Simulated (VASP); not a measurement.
Wanted: the native input for a VASP 6.6.1 run.

| Item | Value |
| --- | --- |
| Task | relaxation of shape and atoms at fixed volume |
| Functional | LDA |
| Potentials or basis | VASP PAW LDA potentials, release 64 (Hf_pv) |
| Cutoff | 600 eV |
| k mesh | 16 × 16 × 9 |
| Occupations | fermi-dirac, width 0.1 eV |
| Spin | no spin polarisation |
| Dipole correction | no |
| Further INCAR settings | ALGO = Normal; EDIFF = 1e-06; IBRION = 2; EDIFFG = -0.005; NSW = 50; ISIF = 4 |

The structure of Hf lies in POSCAR:

```
Hf
1.0
    2.7413099386      0.0000000000      0.0000000000
   -1.3706549693      2.3740440464      0.0000000000
    0.0000000000      0.0000000000      4.3524927746
Hf
2
Direct
    0.3333333333      0.6666666667      0.2500000000
    0.6666666667      0.3333333333      0.7500000000
```

One way to write it, as run:

INCAR

```
PREC     = Accurate       # precision mode
ENCUT    = 600            # plane-wave cutoff, eV
EDIFF    = 1E-6           # SCF threshold, eV
ISMEAR   = -1             # smearing method
SIGMA    = 0.1            # smearing width, eV
LREAL    = False          # projectors in reciprocal space
LASPH    = True           # aspherical terms in the spheres
NELM     = 100            # most SCF steps
ALGO     = Normal         # electronic algorithm
ISIF     = 4              # what is computed and relaxed
LWAVE    = False          # write WAVECAR
LCHARG   = False          # write CHGCAR
IBRION   = 2              # ionic algorithm
NSW      = 50             # ionic steps
EDIFFG   = -0.005         # ionic threshold
```

KPOINTS

```
regular mesh
0
Gamma
  16 16 9
```

Potentials or basis: VASP PAW LDA potentials, release 64 (Hf_pv).

Launch:

```console
$ cat potpaw_LDA.64/Hf_pv/POTCAR > POTCAR
$ mpirun -np 1 vasp_std > vasp.out
```

Results of the run:

```json
{
 "Energy gained by relaxing": "27.7 meV/atom",
 "Ionic steps": "3",
 "Pressure after relaxing": "86.9 GPa",
 "Band gap on the k mesh": "zero (bands 10 and 11 overlap by 2.19 eV)"
}
```

Caveat: spin-orbit coupling is left out, which moves the levels of the heavy elements.

It took 65 s on 1 thread of Intel(R) Xeon(R) Platinum 8375C CPU @ 2.90GHz (Ice Lake), on a shared host, peak memory 0.19 GiB.
